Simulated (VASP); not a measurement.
# TiAl3 (P4/mmm) in VASP: single point with PBEsol

Aim: the single point of TiAl3 with PBEsol.

All numbers are computed with VASP 6.6.1; they aren't measurements. Logs are shortened: lines on timing, memory, paths and dates and some standing lists are left out, and cuts for length are marked.

## Step 1: The cell of the first run

Symmetry: P4/mmm, No. 123, tetragonal system. Conventional cell: a = 3.948 Å, b = 3.948 Å, c = 4.185 Å, α = 90.00°, β = 90.00°, γ = 90.00°. Within 3.7 Å of Ti (site symmetry 4/mmm) lie 12 Al at 2.79 to 2.88 Å. Al (site symmetry 4/mmm) has 4 Ti at 2.79 Å and 8 Al at 2.88 Å within 3.7 Å. Al (site symmetry mmm) has 8 Al at 2.79 to 2.88 Å and 4 Ti at 2.88 Å within 3.7 Å.

## Step 2: Single point, PBEsol (strain along c alone, the other axes held: +6.0 %)

The input, INCAR:

```
ALGO     = Fast           # electronic algorithm
EDIFF    = 1E-6           # SCF threshold, eV
ENCUT    = 520            # plane-wave cutoff, eV
GGA      = PS             # functional
ISIF     = 2              # what is computed and relaxed
ISMEAR   = 0              # smearing method
LASPH    = T              # aspherical terms in the spheres
LCHARG   = F              # write CHGCAR
LREAL    = F              # projectors in reciprocal space
LWAVE    = F              # write WAVECAR
NBANDS   = 18             # bands
NELM     = 100            # most SCF steps
PREC     = Accurate       # precision mode
SIGMA    = 0.1            # smearing width, eV
```

The input, KPOINTS:

```
k-points
0
Gamma
  14 14 14
```

The input, POSCAR:

```
TiAl3
1.0
    3.9483448104      0.0000000000      0.0000000000
    0.0000000000      3.9483448104      0.0000000000
    0.0000000000      0.0000000000      4.1852454990
Ti Al
1 3
Direct
    0.0000000000      0.0000000000      0.0000000000
    0.5000000000      0.5000000000      0.0000000000
    0.5000000000      0.0000000000      0.5000000000
    0.0000000000      0.5000000000      0.5000000000
```

Potentials or basis: VASP PAW PBE potentials, release 64 (Ti_sv, Al).

Started as:

```bash
> cat potpaw_PBE.64/Ti_sv/POTCAR potpaw_PBE.64/Al/POTCAR > POTCAR
> mpirun -np 1 vasp_std > vasp.out
```

OUTCAR:

```text
EDIFF = 1E-6
   ENCUT = 520
   GGA = PS
   ISIF = 2
   ISMEAR = 0
   LASPH = T
   LREAL = F
   NELM = 100
   PREC = Accurate

 ion  position               nearest neighbor table
   1  0.000  0.000  0.000-   2 2.79   2 2.79   2 2.79   2 2.79   4 2.88   3 2.88   4 2.88   4 2.88
                             4 2.88   3 2.88   3 2.88   3 2.88
   2  0.500  0.500  0.000-   1 2.79   1 2.79   1 2.79   1 2.79   4 2.88   3 2.88   3 2.88   3 2.88
                             4 2.88   4 2.88   4 2.88   3 2.88
   3  0.500  0.000  0.500-   4 2.79   4 2.79   4 2.79   4 2.79   2 2.88   2 2.88   2 2.88   2 2.88
                             1 2.88   1 2.88   1 2.88   1 2.88
   4  0.000  0.500  0.500-   3 2.79   3 2.79   3 2.79   3 2.79   2 2.88   1 2.88   2 2.88   1 2.88
                             2 2.88   1 2.88   2 2.88   1 2.88

  LATTYP: Found a simple tetragonal cell.
 ALAT       =     3.9483448104
 C/A-ratio  =     1.0600000000

  Lattice vectors:

 A1 = (   3.9483448104,   0.0000000000,   0.0000000000)
 A2 = (   0.0000000000,   3.9483448104,   0.0000000000)
 A3 = (   0.0000000000,   0.0000000000,   4.1852454990)

Analysis of symmetry for initial positions (statically):
=====================================================================
 Subroutine PRICEL returns:
 Original cell was already a primitive cell.

 Routine SETGRP: Setting up the symmetry group for a
 simple tetragonal supercell.

 Subroutine GETGRP returns: Found 16 space group operations
 (whereof 16 operations were pure point group operations)
 out of a pool of 16 trial point group operations.

The static configuration has the point symmetry D_4h.

Analysis of symmetry for dynamics (positions and initial velocities):
=====================================================================
 Subroutine PRICEL returns:
 Original cell was already a primitive cell.

 Routine SETGRP: Setting up the symmetry group for a
 simple tetragonal supercell.

 Subroutine GETGRP returns: Found 16 space group operations
 (whereof 16 operations were pure point group operations)
 out of a pool of 16 trial point group operations.

The dynamic configuration has the point symmetry D_4h.

 Subroutine INISYM returns: Found 16 space group operations
 (whereof 16 operations are pure point group operations),
 and found     1 'primitive' translations

----------------------------------------------------------------------------------------

                                     Primitive cell

[... 92 lines left out ...]
   ENCUT  =  520.0 eV  38.22 Ry    6.18 a.u.   7.34  7.34  7.78*2*pi/ulx,y,z
   NELM   =    100;   NELMIN=  2; NELMDL= -5     # of ELM steps
   EDIFF  = 0.1E-05   stopping-criterion for ELM
   LREAL  =      F    real-space projection
   EDIFFG = 0.1E-04   stopping-criterion for IOM
   NSW    =      0    number of steps for IOM
   IBRION =     -1    ionic relax: 0-MD 1-quasi-New 2-CG
   NFREE  =      0    steps in history (QN), initial steepest desc. (CG)
   ISIF   =      2    stress and relaxation
   ISYM   =      2    0-nonsym 1-usesym 2-fastsym
   POTIM  = 0.5000    time-step for ionic-motion
   TEBEG  =    0.0;   TEEND  =   0.0 temperature during run
   PSTRESS=    0.0 pullay stress
   NELECT =      21.0000    total number of electrons
   NUPDOWN=      -1.0000    fix difference up-down
   EMIN   =  10.00;   EMAX   =-10.00  energy-range for DOS
   EFERMI =   0.00;   METHOD = LEGACY
   ISMEAR =     0;   SIGMA  =   0.10  broadening in eV -4-tet -1-fermi 0-gaus
   EFERMI_NEDOS =   21; number of points for ismear=-14 and -15
   IALGO  =     68    algorithm
   IMIX   =      4    mixing-type and parameters
     AMIX     =   0.40;   BMIX     =  1.00
     AMIX_MAG =   1.60;   BMIX_MAG =  1.00
  volume/ion in A,a.u.               =      16.31       110.07
  Fermi-wavevector in a.u.,A,eV,Ry     =   1.121926  2.120133 17.125899  1.258718
  Thomas-Fermi vector in A             =   2.258583
   LORBIT       =      0    0 simple, 1 ext, 2 COOP (PROOUT), +10 PAW based schemes
   GGA     = PS    functional components
   LHFCALC =     F    Hartree Fock is set to
   AEXX    =    0.0000 exact exchange contribution
   IVDW    =     0    specifies the selected vdW correction
   LEPSILON=     F    determine dielectric tensor
   LRPA    =     F    only Hartree local field effects (RPA)
 non-spin polarized calculation
 RMM-DIIS sequential band-by-band and
 Gauss-broadening in eV      SIGMA  =   0.10
  energy-cutoff  :      520.00
  volume of cell :       65.25
 maximum number of plane-waves:      1791
 NGX is ok and might be reduce to    30
   NGX = 15   NGY = 15   NGZ = 15

 number of electron      20.9999996 magnetization

 Free energy of the ion-electron system (eV)
  ---------------------------------------------------
  ext. energy  EPLUGINS =         0.00000000
  ---------------------------------------------------
  free energy    TOTEN  =       -22.01057103 eV

  energy without entropy =      -21.99894908  energy(sigma->0) =      -22.00476005

 E-fermi :   8.4521     XC(G=0): -10.7031

 val. band max:        8.4478423117   @ k =   0.5000   0.3571   0.0714
 cond. band min:       8.4567030009   @ k =   0.3571   0.0714   0.0714
 fundamental gap:      0.0088606892
 Fermi energy:         8.4521488539

 k-point     1 :       0.0000    0.0000    0.0000
  band No.  band energies     occupation
      1     -48.3730      2.00000
      2     -24.7937      2.00000
      3     -24.7497      2.00000
      4     -24.7497      2.00000
      5      -2.0274      2.00000
      6       5.1800      2.00000
[... 481 lines left out ...]
      5      -0.4054      2.00000
      6       2.2913      2.00000
[... 10 lines left out ...]
     17      12.8437      0.00000
     18      13.5680      0.00000

 [... further k-points ...]
[... 5 lines left out ...]
  --------------------------------------------------------------------------------------
  -------------------------------------------------------------------------------------
  Total       -1.3810857     -1.3810857     -3.9109186      0.0000000      0.0000000      0.0000000
  in kB      -33.9140878    -33.9140878    -96.0369318      0.0000000      0.0000000      0.0000000
  external PRESSURE =     -54.6217025 kB  Pullay stress =       0.0000000 kB

 VOLUME and BASIS-vectors are now :
 -----------------------------------------------------------------------------
  energy-cutoff  :      520.00
  volume of cell :       65.25
      direct lattice vectors                 reciprocal lattice vectors
     3.948344810  0.000000000  0.000000000     0.253270686  0.000000000  0.000000000
     0.000000000  3.948344810  0.000000000     0.000000000  0.253270686  0.000000000
     0.000000000  0.000000000  4.185245499     0.000000000  0.000000000  0.238934610

 POSITION                                       TOTAL-FORCE (eV/Angst)
 -----------------------------------------------------------------------------------
      0.00000      0.00000      0.00000         0.000000      0.000000      0.000000
      1.97417      1.97417      0.00000         0.000000      0.000000      0.000000
      1.97417      0.00000      2.09262         0.000000      0.000000      0.000000
      0.00000      1.97417      2.09262         0.000000      0.000000      0.000000
 -----------------------------------------------------------------------------------
    total drift:                                0.000000     -0.000000      0.000000

  FREE ENERGIE OF THE ION-ELECTRON SYSTEM (eV)
  ---------------------------------------------------
  free  energy   TOTEN  =       -22.0105710276 eV

  energy  without entropy=      -21.9989490767  energy(sigma->0) =      -22.00476005
```

OSZICAR:

```text
N       E                     dE             d eps       ncg     rms          rms(c)
DAV:   1     0.119210559743E+03    0.11921E+03   -0.91609E+03 10368   0.107E+03
DAV:   2    -0.155931535489E+02   -0.13480E+03   -0.13148E+03 10580   0.282E+02
DAV:   3    -0.240134144057E+02   -0.84203E+01   -0.82631E+01 16480   0.656E+01
[... 20 lines left out ...]
RMM:  24    -0.220105651716E+02   -0.37676E-05   -0.40928E-05 11516   0.183E-02    0.260E-03
RMM:  25    -0.220105675265E+02   -0.23549E-05   -0.26441E-05 10348   0.145E-02    0.185E-03
RMM:  26    -0.220105691074E+02   -0.15809E-05   -0.19133E-05 10325   0.134E-02    0.202E-03
RMM:  27    -0.220105702405E+02   -0.11331E-05   -0.13265E-05 10856   0.116E-02    0.349E-03
RMM:  28    -0.220105710276E+02   -0.78715E-06   -0.91115E-06  9576   0.982E-03
   1 F= -.22010571E+02 E0= -.22004760E+02  d E =-.116220E-01
```

Wall time 9.2 min (1 thread of Intel Xeon Platinum 8259CL at 2.50GHz (Skylake/Cascade Lake), shared host); peak memory 0.42 GiB.

Results:

| Property | Result |
| --- | --- |
| Free energy | -22.0106 eV |
| Pressure | -5.5 GPa |
| Band gap on the k mesh | zero (an odd number of electrons rules out a gap without spin polarisation) |

Levels at points of the mesh, in eV from the Fermi level:
| k point | band 7 | band 8 | band 9 | band 10 | band 11 | band 12 | band 13 | band 14 |
| --- | --- | --- | --- | --- | --- | --- | --- | --- |
| (0.00, 0.00, 0.00) | -2.71 | -2.62 | -1.79 | -1.79 | 0.14 | 0.14 | 0.26 | 0.75 |
| (0.50, 0.00, 0.00) | -2.47 | -2.10 | -1.92 | 0.27 | 0.40 | 0.44 | 1.02 | 1.05 |
| (0.50, 0.50, 0.00) | -5.79 | -4.84 | -1.37 | -1.37 | 0.27 | 0.80 | 0.95 | 1.23 |
| (0.00, 0.00, 0.50) | -1.98 | -1.98 | -1.94 | 0.43 | 0.54 | 0.94 | 0.94 | 1.15 |
| (0.50, 0.00, 0.50) | -5.99 | -4.86 | -1.14 | -0.97 | 0.62 | 0.76 | 1.12 | 1.33 |
| (0.50, 0.50, 0.50) | -4.98 | -4.74 | -3.53 | -3.29 | -3.29 | 0.07 | 1.07 | 1.26 |

Caveat: the cell differs from its parent crystal (strain along c alone, the other axes held: +6.0 %); the stress differs along the axes, from -10 to -3 GPa; the PAW data sets were made with another functional, which shifts forces and pressure a little.
